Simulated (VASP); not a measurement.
Set up this calculation in VASP 6.6.1, as the native input.

| Property | Result |
| --- | --- |
| Task | single point |
| Functional | PBE |
| Potentials or basis | VASP PAW PBE potentials, release 64 (Ta_pv) |
| Cutoff | 520 eV |
| k mesh | 11 × 11 × 11 |
| Occupations | gaussian, width 0.027 eV |
| Spin | no spin polarisation |
| Dipole correction | no |
| Further INCAR settings | ALGO = Normal; EDIFF = 1e-06; NBANDS = 12 |

The structure of Ta lies in POSCAR:

```
Ta
1.0
   -1.6512800000      1.6512800000      1.6512800000
    1.6512800000     -1.6512800000      1.6512800000
    1.6512800000      1.6512800000     -1.6512800000
Ta
1
Direct
    0.0000000000      0.0000000000      0.0000000000
```

The input as run:

INCAR

```
  PREC = Accurate
  ENCUT = 520
  EDIFF = 1E-6
  ISMEAR = 0
  SIGMA = 0.027000000000000003
  LREAL = F
  LASPH = T
  NELM = 100
  ALGO = Normal
  ISIF = 2
  LWAVE = F
  LCHARG = T
  GGA = PE
  LELF = T
  LVHAR = T
  NBANDS = 12
```

KPOINTS

```
regular mesh
0
Gamma
  11 11 11
```

Potentials or basis: VASP PAW PBE potentials, release 64 (Ta_pv).

Command:

```sh
$ cat potpaw_PBE.64/Ta_pv/POTCAR > POTCAR
$ mpirun -np 1 vasp_std > vasp.out
```

Results of the run:

The pressure is 2.2 GPa.

Run time: 8.3 s on 1 thread of Intel Xeon 6975P-C, on a shared host, peak memory 0.14 GiB.
